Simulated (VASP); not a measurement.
Input of a VASP 6.6.1 run:

Contents of INCAR:

```
PREC     = Accurate       # precision mode
ENCUT    = 600            # plane-wave cutoff, eV
EDIFF    = 1E-6           # SCF threshold, eV
ISMEAR   = -1             # smearing method
SIGMA    = 0.05           # smearing width, eV
LREAL    = F              # projectors in reciprocal space
LASPH    = T              # aspherical terms in the spheres
NELM     = 200            # most SCF steps
ALGO     = Normal         # electronic algorithm
ISIF     = 2              # what is computed and relaxed
LWAVE    = F              # write WAVECAR
LCHARG   = T              # write CHGCAR
ISPIN    = 2              # spin polarisation
MAGMOM   = 1 0            # initial moments
LORBIT   = 11             # projections on sites
LMAXMIX  = 4              # l up to which the mixer works
GGA      = RP             # functional
IVDW     = 13             # dispersion correction
LELF     = T              # ELF
LVHAR    = T            
NBANDS   = 18             # bands
GGA_COMPAT= F
```

File KPOINTS:

```
regular mesh
0
Gamma
  9 9 9
```

POSCAR

```
AlNi
1.0
    2.8515874526      0.0000000000      0.0000000000
    0.0000000000      2.8515874526      0.0000000000
    0.0000000000      0.0000000000      2.8515874526
Ni Al
1 1
Direct
    0.5000000000      0.5000000000      0.5000000000
    0.0000000000      0.0000000000      0.0000000000
```

Potentials or basis: VASP PAW PBE potentials, release 64 (Ni, Al).

The run is started by

```sh
$ cat potpaw_PBE.64/Ni/POTCAR potpaw_PBE.64/Al/POTCAR > POTCAR
$ mpirun -np 1 vasp_std > vasp.out
```

(1) What does it give for the net moment?

(2) Estimate the dispersion energy per atom.

(3) Estimate the pressure.

## Answers

(1) 0.00 μB per cell.

(2) -0.882 eV.

(3) -0.2 GPa.

Caveat: the PAW data sets were made with another functional, which shifts forces and pressure a little; pairwise dispersion overbinds metals, which lowers pressure and volume.
